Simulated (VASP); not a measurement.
Input of a VASP 6.6.1 run:

Contents of INCAR:

```
SYSTEM = Al12H
ALGO = Normal
DIPOL = 0.5 0.5 0.295
EDIFF = 1E-6
ENCUT = 520
GGA = PS
IDIPOL = 3
ISIF = 2
ISMEAR = 0
LASPH = .True.
LCHARG = .True.
LDIPOL = .True.
LELF = .True.
LREAL = .False.
LVACPOTAV = .True.
LVHAR = .True.
LWAVE = .False.
NBANDS = 30
NELM = 60
PREC = Accurate
SIGMA = 0.1
```

KPOINTS

```
k-points
0
Gamma
  5 5 1
  0 0 0
```

POSCAR

```
Al12H
1.0
    5.6788540124      0.0000000000      0.0000000000
    0.0000000000      5.6788540124      0.0000000000
    0.0000000000      0.0000000000     21.1413451746
Al H
12 1
Direct
    0.2500000000      0.2500000000      0.1892027195
    0.2500000000      0.7500000000      0.1892027195
    0.7500000000      0.2500000000      0.1892027195
    0.7500000000      0.7500000000      0.1892027195
    0.0000000000      0.0000000000      0.2870821533
    0.0000000000      0.5000000000      0.2870821533
    0.5000000000      0.0000000000      0.2870821533
    0.5000000000      0.5000000000      0.2870821533
    0.2500000000      0.2500000000      0.3850911618
    0.2500000000      0.7500000000      0.3850911618
    0.7500000000      0.2500000000      0.3850911618
    0.7500000000      0.7500000000      0.3850911618
    0.4166666667      0.4166666667      0.3940782909
```

Potentials or basis: VASP PAW PBE potentials, release 64 (Al, H).

Run with:

```bash
$ cat potpaw_PBE.64/Al/POTCAR potpaw_PBE.64/H/POTCAR > POTCAR
$ mpirun -np 1 vasp_std > vasp.out
```

(1) What does it give for the band gap on the k mesh?

(2) Estimate the largest force.

Answers

(1) zero (an odd number of electrons rules out a gap without spin polarisation).

(2) 6.438 eV/Å.

Caveat: the PAW data sets were made with another functional, which shifts forces and pressure a little.
